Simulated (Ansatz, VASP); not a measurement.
# Br in VASP and in Ansatz

INCAR

```
  PREC = Accurate
  ENCUT = 520
  EDIFF = 1E-7
  ISMEAR = -1
  SIGMA = 0.05
  LREAL = F
  LASPH = T
  NELM = 100
  ALGO = Normal
  ISIF = 2
  LWAVE = F
  LCHARG = T
  GGA = RE
  LELF = T
  LVHAR = T
  NBANDS = 22
```

The input KPOINTS:

```
regular mesh
0
Gamma
  7 7 4
```

File POSCAR:

```
Br
1.0
    5.1405864965     -2.2937350256      0.0000000000
    5.1405864965      2.2937350256      0.0000000000
    0.0000000000      0.0000000000      8.7243036697
Br
4
Direct
    0.8766682431      0.1233317569      0.1143950239
    0.6233317569      0.3766682431      0.6143950239
    0.1233317569      0.8766682431      0.8856049761
    0.3766682431      0.6233317569      0.3856049761
```

Input for Ansatz:

```yaml
crystal:
  lattice:
    - [5.1405864965, -2.2937350256, 0.0]
    - [5.1405864965, 2.2937350256, 0.0]
    - [0.0, 0.0, 8.7243036697]
  atoms:
    - { symbol: Br, position: [0.8766682431, 0.1233317569, 0.1143950239] }
    - { symbol: Br, position: [0.6233317569, 0.3766682431, 0.6143950239] }
    - { symbol: Br, position: [0.1233317569, 0.8766682431, 0.8856049761] }
    - { symbol: Br, position: [0.3766682431, 0.6233317569, 0.3856049761] }
hamiltonian:
  xc: revpbe
  pseudopotentials:
    kind: paw
    azcp:
      Br: "pseudopotentials/Br.paw.azcp"
basis:
  ecutwfc: 420
  fft_grid_basis: typed
kpoints:
  mp_grid: { grid: [7, 7, 4], shift: [0, 0, 0] }
magnetization:
  spin_polarized: false
scf:
  occupations: { method: fermi_dirac, width: 0.05 }
output:
  stress: true
```

Alike in both runs: task single point; functional revPBE; k mesh 7 × 7 × 4; occupations fermi-dirac, width 0.05 eV; no spin polarisation.

|  | VASP | Ansatz |
| --- | --- | --- |
| version | VASP 6.6.1 | Ansatz 0.2.0 |
| potentials or method | VASP PAW PBE potentials, release 64 (Br), cutoff 520 eV | plane waves (420 eV) with PAW, scalar-relativistic |
| valence electrons in the cell | 28 | 28 |

```csv
,VASP,Ansatz,Ansatz less VASP
pressure (GPa),1.4,1.4,-0.01
"traceless stress, the component that is largest in VASP (GPa)",1.60,1.59,-0.012
```

VASP's potentials were made for PBE, not for revPBE.
